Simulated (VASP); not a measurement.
Hg, 2 atoms in the cell. Symmetry: Fd-3m, No. 227, cubic system. The conventional cell has a = 6.145 Å, b = 6.145 Å, c = 6.145 Å, α = 90.00°, β = 90.00°, γ = 90.00°. Within 3.5 Å of Hg (site symmetry -43m) lie 4 Hg at 2.66 Å. 

- Program: VASP 6.6.1
- Task: single point
- Functional: PBEsol
- Potentials or basis: VASP PAW PBE potentials, release 64 (Hg)
- Cutoff: 520 eV
- k mesh: 12 × 12 × 12
- Occupations: fermi-dirac, width 0.05 eV
- Spin: no spin polarisation
- Dipole correction: no
- Further INCAR settings: ALGO = Normal; EDIFF = 1e-06; NBANDS = 19

Potentials or basis: VASP PAW PBE potentials, release 64 (Hg).

Command:

```bash
$ cat potpaw_PBE.64/Hg/POTCAR > POTCAR
$ mpirun -np 1 vasp_std > vasp.out
```

Hardware: 1 thread of AMD EPYC 9R45 96-Core Processor (Zen 5), on a shared host.

Question: Estimate the wall time of this run.

Answer: It took 27 s on 1 thread of AMD EPYC 9R45 96-Core Processor (Zen 5), with other jobs on the host, peak memory 0.18 GiB. Counts: scf iterations 11, k points 72.
